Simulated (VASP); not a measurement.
# Al: single point with r2SCAN

Al:

```
Al
1.0
    -1.62284    1.62284    1.62284
     1.62284   -1.62284    1.62284
     1.62284    1.62284   -1.62284
Al
1
Direct
  0.00000 0.00000 0.00000
```

```yaml
Program: VASP 6.6.1
Task: single point
Functional: r2SCAN
Potentials_or_basis: VASP PAW PBE potentials, release 64 (Al)
Cutoff: 520 eV
k_mesh: 18 × 18 × 18
Occupations: gaussian, width 0.05 eV
Spin: no spin polarisation
Dipole_correction: no
Further_INCAR_settings: ALGO = Normal; EDIFF = 1e-07; NBANDS = 8
```

The pressure is -4.1 GPa.

Levels at points of the mesh, in eV from the Fermi level:
| k point | band 1 | band 2 | band 3 | band 4 | band 5 | band 6 |
| --- | --- | --- | --- | --- | --- | --- |
| (0.00, 0.00, 0.00) | -11.63 | 13.80 | 13.80 | 13.80 | 15.35 | 15.35 |
| (0.50, 0.00, 0.00) | -4.60 | -3.99 | 8.52 | 8.58 | 10.36 | 11.93 |
| (0.50, 0.50, 0.50) | 1.92 | 1.92 | 1.92 | 3.01 | 3.01 | 6.01 |

Run time: 27 s on 1 thread of Intel(R) Xeon(R) 6975P-C (Granite Rapids), with other jobs on the host, peak memory 0.14 GiB.

Caveat: the PAW data sets were made with another functional, which shifts forces and pressure a little.
